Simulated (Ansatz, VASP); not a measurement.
N: VASP beside Ansatz

Contents of INCAR:

```
ALGO = Normal ; EDIFF = 1E-6
ENCUT = 520 ; GGA = PE
ISIF = 2 ; ISMEAR = -1
LASPH = True ; LCHARG = True
LELF = True ; LREAL = False
LVHAR = True ; LWAVE = False
NBANDS = 8 ; NELM = 80
PREC = Accurate ; SIGMA = 0.05
```

The input KPOINTS:

```
k-points
0
Gamma
  20 20 20
```

The input POSCAR:

```
N
1.0
    0.0000000000      1.5733742144      1.5733742144
    1.5733742144      0.0000000000      1.5733742144
    1.5733742144      1.5733742144      0.0000000000
N
1
Direct
    0.0000000000      0.0000000000      0.0000000000
```

Input for Ansatz:

```yaml
crystal:
  lattice:
    - [0.0, 1.5733742144, 1.5733742144]
    - [1.5733742144, 0.0, 1.5733742144]
    - [1.5733742144, 1.5733742144, 0.0]
  atoms:
    - { symbol: "N", position: [0.0, 0.0, 0.0] }
kpoints:
  mp_grid: { grid: [20, 20, 20] }
scf:
  occupations: { method: fermi_dirac, width: 0.05 }
hamiltonian:
  xc: pbe
  pseudopotentials: { kind: all_electron, lapw: { basis_error: 0.0005 } }
output:
  forces: true
  stress: true
  eigenvalues: true
```

Change from the starting cell: volume scaled by 1.025.

Alike in both runs: task single point; functional PBE; k mesh 20 × 20 × 20; occupations fermi-dirac, width 0.05 eV; no spin polarisation.

|  | VASP | Ansatz |
| --- | --- | --- |
| version | VASP 6.6.1 | Ansatz 0.2.0 |
| potentials or method | VASP PAW PBE potentials, release 64 (N), cutoff 520 eV | all-electron LAPW, scalar-relativistic |

VASP gave:

- pressure (GPa): -4.3

Question: Estimate Ansatz's values.

Answer: Pressure (GPa): -4.1.

Ansatz ran all-electron here, and VASP with PAW potentials.
